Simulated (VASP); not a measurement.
Hf, 3 atoms in the cell. It takes space group P6/mmm (No. 191, hexagonal). The conventional cell has a = 4.782 Å, b = 4.782 Å, c = 2.973 Å, α = 90.00°, β = 90.00°, γ = 120.00°. Within 3.6 Å of Hf (site symmetry -6m2) lie 11 Hf at 2.76 to 3.14 Å. Within 3.9 Å of Hf (site symmetry 6/mmm) lie 14 Hf at 2.97 to 3.14 Å. This isn't the form of Hf at room conditions, which is hcp.

| Item | Value |
| --- | --- |
| Program | VASP 6.6.1 |
| Task | relaxation of shape and atoms at fixed volume |
| Functional | PBE |
| Potentials or basis | VASP PAW PBE potentials, release 64 (Hf_pv) |
| Cutoff | 600 eV |
| k mesh | 10 × 10 × 14 |
| Occupations | gaussian, width 0.05 eV |
| Spin | no spin polarisation |
| Dipole correction | no |
| Further INCAR settings | ALGO = Fast; EDIFF = 1e-06; IBRION = 2; EDIFFG = -0.01; NSW = 60; ISIF = 4 |

Potentials or basis: VASP PAW PBE potentials, release 64 (Hf_pv).

Launch:

```console
$ cat potpaw_PBE.64/Hf_pv/POTCAR > POTCAR
$ mpirun -np 1 vasp_std > vasp.out
```

Hardware: 1 thread of Intel Xeon 8259CL, on a shared host.

Problem. Estimate the wall time of this run.

Solution. Wall time 4.6 min on 1 thread of Intel Xeon 8259CL, with other jobs on the host, peak memory 0.28 GiB. Counts: scf iterations 28, k points 112, ion steps 3.
